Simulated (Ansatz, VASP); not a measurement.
# Two plane-wave programs on SiC

```
Si C
1.0
     3.09199    0.00000    0.00000
    -1.54599    2.67774    0.00000
     0.00000    0.00000    5.07376
Si C
2 2
Direct
  0.24529 0.62264 0.98817
  0.57862 0.28931 0.48817
  0.33333 0.66667 0.38044
  0.66667 0.33333 0.88044
```

Change from the starting cell: all Si atoms moved +0.250 Å, as atom 1 towards its neighbour atom 4 (C) at 1.893 Å.

Alike in both runs: task single point; functional PBE; k mesh 12 × 12 × 6; occupations gaussian, width 0.05 eV; no spin polarisation.

|  | VASP | Ansatz |
| --- | --- | --- |
| version | VASP 6.6.1 | Ansatz 0.2.0 |
| potentials or method | VASP PAW PBE potentials, release 64 (Si, C), cutoff 520 eV | scalar-relativistic, plane waves, PAW |
| valence electrons in the cell | 16 | 16 |

Ansatz gave:

* gap on the k mesh at the Fermi level (eV): 1.68
* least direct gap on the mesh (eV): 3.62
* pressure (GPa): 8.7
* traceless stress, the component that is largest in VASP (GPa): -10.62
* rms of the force components (eV/Å): 3.532

Problem. What did VASP give for the same quantities?

Solution. gap on the k mesh at the Fermi level (eV): 1.68; least direct gap on the mesh (eV): 3.62; pressure (GPa): 8.6; traceless stress, the component that is largest in VASP (GPa): -10.59; rms of the force components (eV/Å): 3.531.

Atom by atom the forces differ by 0.001 eV/Å (rms over components). With one functional, cell and mesh, what is left measures potentials, basis and numerics.
